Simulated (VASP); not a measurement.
Write the native input for VASP 6.6.1 that does the following.

- Task: single point
- Functional: PBEsol
- Potentials or basis: VASP PAW PBE potentials, release 64 (Si, C)
- Cutoff: 520 eV
- k mesh: 16 × 16 × 16
- Occupations: fermi-dirac, width 0.15 eV
- Spin: no spin polarisation
- Dipole correction: no
- Further INCAR settings: ALGO = Normal; EDIFF = 1e-06; NBANDS = 11

The structure of SiC lies in POSCAR:

```
SiC
1.0
    2.5954000000      0.0000000000      0.0000000000
    0.0000000000      2.5954000000      0.0000000000
    0.0000000000      0.0000000000      2.5954000000
Si C
1 1
Direct
    0.0000000000      0.0000000000      0.0000000000
    0.5000000000      0.5000000000      0.5000000000
```

This cell differs from its parent crystal: volume scaled by 0.974 of the coarse rest volume.

These files were run (other wordings do the same):

INCAR

```
  PREC = Accurate
  ENCUT = 520
  EDIFF = 1E-6
  ISMEAR = -1
  SIGMA = 0.15
  LREAL = False
  LASPH = True
  NELM = 60
  ALGO = Normal
  ISIF = 2
  LWAVE = False
  LCHARG = True
  GGA = PS
  LELF = True
  LVHAR = True
  NBANDS = 11
```

KPOINTS

```
regular mesh
0
Gamma
  16 16 16
```

Potentials or basis: VASP PAW PBE potentials, release 64 (Si, C).

The run is started by

```sh
$ cat potpaw_PBE.64/Si/POTCAR potpaw_PBE.64/C/POTCAR > POTCAR
$ mpirun -np 1 vasp_std > vasp.out
```

Results of the run:

```yaml
Pressure: 6.1 GPa
Band_gap_on_the_k_mesh: zero (band 4 reaches 13.23 eV, above the bottom of band 5 at 9.08 eV)
```

Caveat: the PAW data sets were made with another functional, which shifts forces and pressure a little.

Wall time 19 s on 1 thread of Intel Xeon 8259CL, on a shared host, peak memory 0.14 GiB.
